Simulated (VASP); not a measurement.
Write the native input for VASP 6.6.1 that does the following.

```
Task                   : relaxation of the atoms
Functional             : PBE
Potentials or basis    : VASP PAW PBE potentials, release 64 (Al, N)
Cutoff                 : 520 eV
k mesh                 : 9 × 9 × 6
Occupations            : gaussian, width 0.05 eV
Spin                   : no spin polarisation
Dipole correction      : no
Further INCAR settings : ALGO = Normal; EDIFF = 1e-07; IBRION = 2; EDIFFG = -0.01; NSW = 50
```

The structure of AlN lies in POSCAR:

```
AlN
1.0
    3.1298889828      0.0000000000      0.0000000000
   -1.5649444914      2.7105633702      0.0000000000
    0.0000000000      0.0000000000      4.4149000000
Al N
2 2
Direct
    0.3333333333      0.6666666667      0.0017290859
    0.6666666667      0.3333333333      0.5017290859
    0.3333333333      0.6666666667      0.3832709141
    0.6666666667      0.3333333333      0.8832709141
```

The input as run:

INCAR

```
PREC = Accurate ; ENCUT = 520
EDIFF = 1E-7 ; ISMEAR = 0
SIGMA = 0.05 ; LREAL = F
LASPH = T ; NELM = 80
ALGO = Normal ; ISIF = 2
LWAVE = F ; LCHARG = F
GGA = PE ; IBRION = 2
NSW = 50 ; EDIFFG = -0.01
```

KPOINTS

```
Automatic mesh
0
Gamma
  9 9 6
```

Potentials or basis: VASP PAW PBE potentials, release 64 (Al, N).

Command:

```sh
$ cat potpaw_PBE.64/Al/POTCAR potpaw_PBE.64/N/POTCAR > POTCAR
$ mpirun -np 1 vasp_std > vasp.out
```

It gave:

```json
{
  "Energy gained by relaxing": "140.4 meV/atom",
  "Ionic steps": "5",
  "Pressure after relaxing": "25.1 GPa",
  "Largest force after relaxing": "0.007 eV/Å",
  "Band gap on the k mesh": "4.17 eV"
}
```

It took 120 s on 1 thread of Intel Xeon 8259CL, on a shared host, peak memory 0.16 GiB.
